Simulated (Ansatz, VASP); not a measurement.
NbRu3: VASP beside Ansatz

```xyz
4
Lattice="3.8670 0.0000 0.0000 0.0000 3.8670 0.0000 0.0000 0.0000 3.8670" Properties=species:S:1:pos:R:3 pbc="T T T"
Nb    0.0000    0.0000    0.0000
Ru    0.0000    1.9335    1.9335
Ru    1.9335    0.0000    1.9335
Ru    1.9335    1.9335    0.0000
```

Change from the starting cell: volume scaled by 0.99, PAW files.

Alike in both runs: task electric field gradients; functional LDA; k mesh 9 × 9 × 9; occupations fermi-dirac, width 0.05 eV; no spin polarisation.

|  | VASP | Ansatz |
| --- | --- | --- |
| version | VASP 6.6.1 | Ansatz 0.2.0 |
| potentials or method | VASP PAW LDA potentials, release 64 (Nb_sv, Ru_pv) | PAW with Ansatz's default frozen-core files, scalar-relativistic |
| plane-wave cutoff (eV) | 520 | 420 |
| valence electrons in the cell | 55 | 61 |

|  | VASP | Ansatz | Ansatz less VASP |
| --- | --- | --- | --- |
| pressure (GPa) | -8.3 | -8.8 | -0.53 |
| size of Vzz on the site where it differs most (V/Å²) | 14.5 | 5.6 | -8.87 |

LDA's correlation is that of Perdew and Zunger in VASP and of Perdew and Wang (1992) in Ansatz. VASP's potentials hold 55 valence electrons a cell and Ansatz's 61, so a difference there can come from the potentials and not from the codes.
